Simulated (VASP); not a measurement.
Input of a VASP 6.6.1 run:

The input INCAR:

```
PREC = Accurate ; ENCUT = 500
EDIFF = 1E-6 ; ISMEAR = 0
SIGMA = 0.2 ; LREAL = False
LASPH = True ; NELM = 200
ALGO = Normal ; ISIF = 2
LWAVE = False ; LCHARG = False
GGA = PE ; NBANDS = 50
GGA_COMPAT = False ; LMAXMIX = 6
```

KPOINTS

```
Automatic mesh
0
Gamma
  3 3 3
```

POSCAR

```
PrPb5
1.0
    0.0000000000      4.6082311116      4.6082311116
    4.6082311116      0.0000000000      4.6082311116
    4.6082311116      4.6082311116      0.0000000000
Pr Pb
1 5
Direct
    0.0000000000      0.0000000000      0.0000000000
    0.3746082190      0.8761753430      0.3746082190
    0.3746082190      0.3746082190      0.3746082190
    0.7500000000      0.7500000000      0.7500000000
    0.8761753430      0.3746082190      0.3746082190
    0.3746082190      0.3746082190      0.8761753430
```

Potentials or basis: VASP PAW PBE potentials, release 64 (Pr_3, Pb_d), 4f in core.

Launch:

```console
$ cat potpaw_PBE.64/Pr_3/POTCAR potpaw_PBE.64/Pb_d/POTCAR > POTCAR
$ mpirun -np 1 vasp_std > vasp.out
```

Question: Estimate the pressure.

Answer: -0.3 GPa.

Question: What does it give for the band gap on the k mesh?

Answer: Zero (an odd number of electrons rules out a gap without spin polarisation).

Question: What does it give for the largest force?

Answer: 0.016 eV/Å.

Forces on the atoms (eV/Å):
```
Pr   0.000  0.000  0.000
Pb  -0.009  0.009 -0.009
Pb   0.009  0.009  0.009
Pb   0.000  0.000  0.000
Pb   0.009 -0.009 -0.009
Pb  -0.009 -0.009  0.009
```

Caveat: the k points lie up to 0.39 Å⁻¹ apart, too coarse for converged energies and pressures of a metal; spin-orbit coupling is left out, which moves the levels of the heavy elements; the 4f electrons are frozen in the core, so they carry no moment and show no levels. Spin polarisation is off, so any magnetic state and its effect on volume and gap are missing.
